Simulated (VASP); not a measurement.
Wanted: the native input for a VASP 6.6.1 run.

```yaml
Task: single point
Functional: LDA
Potentials_or_basis: VASP PAW LDA potentials, release 64 (Ca_sv, P, Ru_pv)
Cutoff: 520 eV
k_mesh: 7 × 7 × 7
Occupations: methfessel-paxton, width 0.15 eV
Spin: no spin polarisation
Dipole_correction: no
Further_INCAR_settings: ALGO = Normal; EDIFF = 1e-07; NBANDS = 32
```

The structure of CaP2Ru2 lies in POSCAR:

```
CaP2Ru2
1.0
   -2.0232980000      2.0232980000      4.9636710000
    2.0232980000     -2.0232980000      4.9636710000
    2.0232980000      2.0232980000     -4.9636710000
Ca P Ru
1 2 2
Direct
    0.0000000000      0.0000000000      0.0000000000
    0.6357110000      0.6357110000      0.0000000000
    0.3642890000      0.3642890000      0.0000000000
    0.7500000000      0.2500000000      0.5000000000
    0.2500000000      0.7500000000      0.5000000000
```

The input as run:

INCAR

```
SYSTEM = CaP2Ru2
  ALGO = Normal
  EDIFF = 1E-7
  ENCUT = 520
  GGA = CA
  ISIF = 2
  ISMEAR = 1
  LASPH = .TRUE.
  LCHARG = .TRUE.
  LELF = .TRUE.
  LREAL = .FALSE.
  LVHAR = .TRUE.
  LWAVE = .FALSE.
  NBANDS = 32
  NELM = 100
  PREC = Accurate
  SIGMA = 0.15
```

KPOINTS

```
k-points
0
G
  7 7 7
  0 0 0
```

Potentials or basis: VASP PAW LDA potentials, release 64 (Ca_sv, P, Ru_pv).

Run with:

```sh
$ cat potpaw_LDA.64/Ca_sv/POTCAR potpaw_LDA.64/P/POTCAR potpaw_LDA.64/Ru_pv/POTCAR > POTCAR
$ mpirun -np 1 vasp_std > vasp.out
```

Results of the run:

```
Pressure               : -6.0 GPa
Largest force          : 0.009 eV/Å
Band gap on the k mesh : zero (band 24 reaches 9.88 eV, above the bottom of band 25 at 7.97 eV)
```

It took 5 min on 1 thread of AMD EPYC 7R43 64-Core Processor (Zen 3), with other jobs on the host, peak memory 0.27 GiB.
